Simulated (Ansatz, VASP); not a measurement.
## Two plane-wave programs on Al

Contents of INCAR:

```
SYSTEM = Al
ALGO     = Fast           ! electronic algorithm
EDIFF    = 1E-7           ! SCF threshold, eV
ENCUT    = 520            ! plane-wave cutoff, eV
GGA      = PE             ! functional
ISIF     = 2              ! what is computed and relaxed
ISMEAR   = 0              ! smearing method
IVDW     = 12             ! dispersion correction
LASPH    = .TRUE.         ! aspherical terms in the spheres
LCHARG   = .FALSE.        ! write CHGCAR
LREAL    = .FALSE.        ! projectors in reciprocal space
LWAVE    = .FALSE.        ! write WAVECAR
NBANDS   = 14             ! bands
NELM     = 100            ! most SCF steps
PREC     = Accurate       ! precision mode
SIGMA    = 0.15           ! smearing width, eV
```

The input KPOINTS:

```
k-points
0
G
  18 18 6
  0 0 0
```

POSCAR

```
Al
1.0
    2.8127066009      0.0000000000      0.0000000000
   -1.4063533005      2.4358753698      0.0000000000
    0.0000000000      0.0000000000      9.8076266468
Al
4
Direct
    0.0000000000      0.0000000000      0.0000000000
    0.3333333333      0.6666666667      0.2500000000
    0.0000000000      0.0000000000      0.5000000000
    0.6666666667      0.3333333333      0.7500000000
```

Input for Ansatz:

```yaml
crystal:
  lattice:
    - [2.8127066009, 0.0, 0.0]
    - [-1.4063533005, 2.4358753698, 0.0]
    - [0.0, 0.0, 9.8076266468]
  atoms:
    - { symbol: Al, position: [0.0, 0.0, 0.0] }
    - { symbol: Al, position: [0.3333333333, 0.6666666667, 0.25] }
    - { symbol: Al, position: [0.0, 0.0, 0.5] }
    - { symbol: Al, position: [0.6666666667, 0.3333333333, 0.75] }
basis:
  ecutwfc: 420
kpoints:
  mp_grid: { grid: [18, 18, 6] }
hamiltonian:
  xc: pbe
  pseudopotentials: { kind: paw, azcp: { folder: soft_1 } }
  dispersion: d3bj
scf:
  occupations: { method: gaussian, width: 0.15 }
output:
  forces: true
  stress: true
  eigenvalues: true
```

Alike in both runs: task single point; functional PBE; dispersion D3(BJ); k mesh 18 × 18 × 6; occupations gaussian, width 0.15 eV; no spin polarisation.

|  | VASP | Ansatz |
| --- | --- | --- |
| version | VASP 6.6.1 | Ansatz 0.2.0 |
| potentials or method | VASP PAW PBE potentials, release 64 (Al), cutoff 520 eV | scalar-relativistic, plane waves, PAW |
| valence electrons in the cell | 12 | 12 |

```tsv
	VASP	Ansatz	Ansatz less VASP
gap on the k mesh at the Fermi level (eV)	none	none	-
pressure (GPa)	-3.9	-3.9	+0.01
traceless stress, the component that is largest in VASP (GPa)	-2.23	-2.23	-0.005
```

A gap of «none» marks a metal or a gap that the smearing closes.
